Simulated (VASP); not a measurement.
A run of VASP 6.6.1 is set up as follows.

INCAR

```
SYSTEM = BN
ALGO = Normal
EDIFF = 1E-6
ENCUT = 520
GGA = PS
ISIF = 2
ISMEAR = 0
LASPH = .True.
LCHARG = .False.
LREAL = .False.
LWAVE = .False.
NBANDS = 16
NELM = 100
PREC = Accurate
SIGMA = 0.05
```

KPOINTS

```
k-points
0
Gamma
  12 12 6
  0 0 0
```

File POSCAR:

```
BN
1.0
    2.4517820176      0.0000000000      0.0000000000
   -1.2258910088      2.1233055118      0.0000000000
    0.0000000000      0.0000000000      4.2268550000
B N
2 2
Direct
    0.6666666667      0.3333333333      0.9997240000
    0.3333333333      0.6666666667      0.4997240000
    0.6666666667      0.3333333333      0.6252760000
    0.3333333333      0.6666666667      0.1252760000
```

Potentials or basis: VASP PAW PBE potentials, release 64 (B, N).

Run with:

```console
$ cat potpaw_PBE.64/B/POTCAR potpaw_PBE.64/N/POTCAR > POTCAR
$ mpirun -np 1 vasp_std > vasp.out
```

Predict the band gap on the k mesh.

4.65 eV, indirect (least direct gap 7.52 eV).

Predict the pressure.

30.3 GPa.

Predict the largest force.

0.209 eV/Å.

Stress tensor (GPa, compression positive):
```
45.87  0.00  0.00
 0.00 45.87  0.00
 0.00  0.00 -0.81
```

Caveat: the cell differs from its parent crystal (strain -0.040 along x and y, +0.000 along z); the PAW data sets were made with another functional, which shifts forces and pressure a little. A k mesh can miss the band edges.
